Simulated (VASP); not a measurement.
The system is Nb.

```
Nb
1.0
    -1.65035    1.65035    1.65035
     1.65035   -1.65035    1.65035
     1.65035    1.65035   -1.65035
Nb
1
Cartesian
  0.0000 0.0000 0.0000
```

```yaml
Program: VASP 6.6.1
Task: relaxation of cell and atoms
Functional: LDA
Potentials_or_basis: VASP PAW LDA potentials, release 64 (Nb_sv)
Cutoff: 600 eV
k_mesh: 18 × 18 × 18
Occupations: fermi-dirac, width 0.1 eV
Spin: no spin polarisation
```

At the start: pressure -8.3 GPa; volume 17.98 Å³/atom.

Problem. How do energy, volume and symmetry change on relaxing?

Solution. Over 4 steps the energy falls by 22.6 meV/atom and the volume is 17.14 Å³/atom (-4.7 %); space group Im-3m (No. 229, to 0.05 Å).

The path:
| step | energy change (eV) | largest force (eV/Å) | pressure (GPa) | volume (Å³) |
| --- | --- | --- | --- | --- |
| 1 | 0.0000 | 0.0000 | -8.34 | 17.98 |
| 2 | 0.0646 | 0.0000 | 20.14 | 15.65 |
| 3 | -0.0226 | 0.0000 | -0.26 | 17.16 |
| 4 | -0.0226 | 0.0000 | -0.03 | 17.14 |

Final structure:
```
Nb
1.0
    -1.62428    1.62428    1.62428
     1.62428   -1.62428    1.62428
     1.62428    1.62428   -1.62428
Nb
1
Direct
  0.00000 0.00000 0.00000
```
